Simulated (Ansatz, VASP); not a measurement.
**Two plane-wave programs on CoPtO2**

```
CELL_PARAMETERS angstrom
1.41227 0.81537 5.93939
-1.41227 0.81537 5.93939
0.00000 -1.63075 5.93939
ATOMIC_POSITIONS crystal
Co 0.50000 0.50000 0.50000
Pt 0.00000 0.00000 0.00000
O 0.88776 0.88776 0.88776
O 0.11224 0.11224 0.11224
```

Alike in both runs: task relaxation of cell and atoms; functional PBE; k mesh 18 × 18 × 18; occupations gaussian, width 0.1 eV; no spin polarisation.

```csv
,VASP,Ansatz
version,VASP 6.6.1,Ansatz 0.2.0
potentials or method,"VASP PAW PBE potentials, release 64 (Co, Pt, O), cutoff 600 eV","scalar-relativistic, plane waves, PAW"
valence electrons in the cell,31,47
```

Ansatz gave:

- gap on the k mesh at the Fermi level, each at its own relaxed structure (eV): none
- relaxed volume (Å³/atom): 10.52
- relaxed cell length with the largest relative difference (Å): 6.185

Question: Estimate VASP's values.

Answer: gap on the k mesh at the Fermi level, each at its own relaxed structure (eV): none; relaxed volume (Å³/atom): 10.51; relaxed cell length with the largest relative difference (Å): 6.189.

A gap of «none» marks a metal or a gap that the smearing closes. VASP's potentials hold 31 valence electrons a cell and Ansatz's 47, so a difference there can come from the potentials and not from the codes.

Spin-orbit coupling is off throughout.
